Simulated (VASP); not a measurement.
Runs of VASP 6.6.1 on AgBiTeSe. The structure is that of space group P4/mmm (No. 123), or close to it. The cells are those of the table. 

```csv
cell,gap on the mesh (eV),pressure (GPa)
"a = 4.239, b = 4.239, c = 6.348 Å, 4 atoms",none,-1.5
"a = 4.087, b = 4.087, c = 6.120 Å, 4 atoms",none,(b)
"a = 4.311, b = 4.311, c = 6.456 Å, 4 atoms",none,(a)
"a = 4.126, b = 4.126, c = 6.178 Å, 4 atoms",none,3.3
"a = 4.276, b = 4.276, c = 6.402 Å, 4 atoms",none,-2.6
"a = 4.202, b = 4.202, c = 6.292 Å, 4 atoms",none,-0.1
"a = 4.165, b = 4.165, c = 6.236 Å, 4 atoms",none,1.5
```

Alike in all rows: task single point; level PBE; potentials or basis VASP PAW PBE potentials, release 64 (Ag, Bi_d, Te, Se); no spin polarisation; k mesh 6 × 6 × 4; cutoff (eV) 520; smearing fermi-dirac 0.05 eV.

Fill in the values left out.

(a) -3.6; (b) 5.4.

Caveats: spin-orbit coupling is left out, which moves the levels of the heavy elements; the cell stands under pressure (at least some runs); the cell stands under tension (at least some runs).

A k mesh can miss the band edges, and the runs leave out spin-orbit coupling on Ag, Bi, Se, Te.

A gap of «none» marks levels without a gap at the run's occupations.
